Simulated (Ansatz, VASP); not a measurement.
Two plane-wave programs on Si2WC3

```
Si W C
1.0
     3.77587    0.00000    0.00000
    -1.88793    3.27000    0.00000
     0.00000    0.00000    8.31094
Si W C
2 1 3
Direct
  0.00000 0.00000 0.20281
  0.00000 0.00000 0.79719
  0.00000 0.00000 0.50000
  0.33333 0.66667 0.50000
  0.66667 0.33333 0.50000
  0.00000 0.00000 0.00000
```

Alike in both runs: functional PBE; k mesh 5 × 5 × 2; occupations gaussian, width 0.2 eV; no spin polarisation.

Ansatz relaxed the structure, and its values are those at the end. VASP's run is a single point on that final structure, the one shown.

|  | VASP | Ansatz |
| --- | --- | --- |
| version | VASP 6.6.1 | Ansatz 0.2.0 |
| potentials or method | VASP PAW PBE potentials, release 64 (Si, W_sv, C), cutoff 600 eV | scalar-relativistic, plane waves, PAW |
| valence electrons in the cell | 34 | 34 |

|  | VASP | Ansatz | Ansatz less VASP |
| --- | --- | --- | --- |
| gap on the k mesh at the Fermi level (eV) | none | none | - |
| pressure (GPa) | 0.3 | 0.1 | -0.14 |

A gap of «none» marks a metal or a gap that the smearing closes. The functional is the same, so the differences come from potentials, cutoffs and numerics.

The k mesh is coarse, so the values compare programs but aren't converged. Neither program's run includes spin-orbit coupling.
